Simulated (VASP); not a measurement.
Crystal: TiTe2.

```
Te Ti
1.0
     3.69990    0.00000    0.00000
    -1.84995    3.20420    0.00000
     0.00000    0.00000    6.36535
Te Ti
2 1
Direct
  0.33333 0.66667 0.73720
  0.66667 0.33333 0.26280
  0.00000 0.00000 0.00000
```

This cell differs from its parent crystal: volume scaled by 0.94.

Base run:

| Quantity | Value |
| --- | --- |
| Program | VASP 6.6.1 |
| Functional | PBEsol |
| Potentials or basis | VASP PAW PBE potentials, release 64 (Te, Ti_sv) |
| Cutoff | 520 eV |
| k mesh | 8 × 8 × 4 |
| Occupations | fermi-dirac, width 0.05 eV |
| Spin | no spin polarisation |

Its results: band gap on the k mesh zero (band 12 reaches 7.84 eV, above the bottom of band 13 at 7.05 eV); pressure 2.0 GPa; largest force 0.442 eV/Å.

Q: The run is repeated on the same cell with these changes: functional from PBEsol to r2SCAN. What comes out?

A: Band gap on the k mesh zero (band 12 reaches 8.01 eV, above the bottom of band 13 at 7.27 eV); pressure 5.9 GPa; largest force 0.383 eV/Å.

Caveats: the PAW data sets were made with another functional, which shifts forces and pressure a little; spin-orbit coupling is left out, which moves the levels of the heavy elements; this functional lacks dispersion, which binds the layers, so the pressure and a relaxed spacing across them are unreliable (some runs).
